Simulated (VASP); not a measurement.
# As: single point with LDA

As:

```xyz
2
Lattice="1.8800 1.0854 3.3277 -1.8800 1.0854 3.3277 0.0000 -2.1708 3.3277" Properties=species:S:1:pos:R:3 pbc="T T T"
As    0.0000    0.0000    7.6820
As    0.0000    0.0000    2.3009
```

* Program: VASP 6.6.1
* Task: single point
* Functional: LDA
* Potentials or basis: VASP PAW LDA potentials, release 64 (As)
* Cutoff: 500 eV
* k mesh: 3 × 3 × 3
* Occupations: fermi-dirac, width 0.1 eV
* Spin: no spin polarisation
* Dipole correction: no
* Further INCAR settings: ALGO = Normal; EDIFF = 1e-06; NBANDS = 12

```json
{"Pressure": "1.7 GPa", "Largest force": "0.420 eV/Å", "Band gap on the k mesh": "1.55 eV, indirect (least direct gap 1.69 eV)"}
```

Forces in eV/Å, atoms in the order of the input:
```
As   0.000  0.000  0.420
As   0.000  0.000 -0.420
```

Stress tensor (GPa, compression positive):
```
 3.15  0.00  0.00
 0.00  3.15  0.00
 0.00  0.00 -1.11
```

Levels at points of the mesh, in eV from the valence-band top:
```csv
k point,band 3,band 4,band 5,band 6,band 7,band 8
"(0.00, 0.00, 0.00)",-1.67,-1.34,-1.34,2.98,3.95,3.95
```

Run time: 4.9 s on 1 thread of Intel(R) Xeon(R) Platinum 8375C CPU @ 2.90GHz (Ice Lake), with other jobs on the host, peak memory 0.14 GiB.

Caveat: the k points lie up to 0.68 Å⁻¹ apart. As with any semilocal functional, this LDA gap is likely too small.
